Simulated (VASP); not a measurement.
Crystal: MgO.

```
Mg O
1.0
     3.28822    0.04932    0.00000
    -1.60139    2.82302    0.00000
     0.00000    0.00000    5.03437
Mg O
2 2
Direct
  0.33007 0.66669 0.99010
  0.66993 0.33331 0.49010
  0.32903 0.66694 0.38490
  0.67097 0.33306 0.88490
```

This cell differs from its parent crystal: shear xy strain +3.0%.

Base run:

```yaml
Program: VASP 6.6.1
Functional: PBE
Potentials_or_basis: VASP PAW PBE potentials, release 64 (Mg, O)
Cutoff: 520 eV
k_mesh: 12 × 12 × 6
Occupations: fermi-dirac, width 0.02 eV
Spin: no spin polarisation
```

Its results: band gap on the k mesh 3.54 eV; pressure 3.5 GPa; largest force 0.015 eV/Å.

Task: The run is repeated on the same cell with these changes: functional from PBE to r2SCAN; occupations from fermi-dirac, width 0.02 eV to gaussian, width 0.01 eV. What comes out?

Result: Band gap on the k mesh 4.20 eV; pressure -0.6 GPa; largest force 0.006 eV/Å.

Caveats: the cell stands under pressure (at least some runs); the PAW data sets were made with another functional, which shifts forces and pressure a little (at least some runs).

A k mesh can miss the band edges.
